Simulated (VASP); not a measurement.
Wanted: the native input for a VASP 6.6.1 run.

- Task: single point
- Functional: PBE
- Potentials or basis: VASP PAW PBE potentials, release 64 (In_d, Se)
- Cutoff: 520 eV
- k mesh: 5 × 5 × 2
- Occupations: gaussian, width 0.1 eV
- Spin: no spin polarisation
- Dipole correction: no
- Further INCAR settings: ALGO = Normal; EDIFF = 1e-06; NBANDS = 34

The structure of InSe2 lies in POSCAR:

```
InSe2
1.0
    3.8948930000      0.0000000000      0.0000000000
    0.0000000000      3.8948930000      0.0000000000
    0.0000000000      0.0000000000      9.6262310000
In Se
2 4
Direct
    0.0000000000      0.5000000000      0.7064680000
    0.5000000000      0.0000000000      0.2935320000
    0.0000000000      0.5000000000      0.3662120000
    0.5000000000      0.0000000000      0.6337880000
    0.0000000000      0.0000000000      0.0000000000
    0.5000000000      0.5000000000      0.0000000000
```

These files were run (other wordings do the same):

INCAR

```
PREC = Accurate
ENCUT = 520
EDIFF = 1E-6
ISMEAR = 0
SIGMA = 0.1
LREAL = False
LASPH = True
NELM = 60
ALGO = Normal
ISIF = 2
LWAVE = False
LCHARG = False
GGA = PE
NBANDS = 34
```

KPOINTS

```
regular mesh
0
Gamma
  5 5 2
```

Potentials or basis: VASP PAW PBE potentials, release 64 (In_d, Se).

The run is started by

```console
$ cat potpaw_PBE.64/In_d/POTCAR potpaw_PBE.64/Se/POTCAR > POTCAR
$ mpirun -np 1 vasp_std > vasp.out
```

It gave:

* Pressure: -0.3 GPa
* Largest force: 0.120 eV/Å
* Band gap on the k mesh: zero (bands 25 and 26 overlap by 1.66 eV)

Caveat: spin-orbit coupling is left out, which moves the levels of the heavy elements.

Wall time 100 s on 1 thread of Intel Xeon 8259CL, on a shared host, peak memory 0.25 GiB.
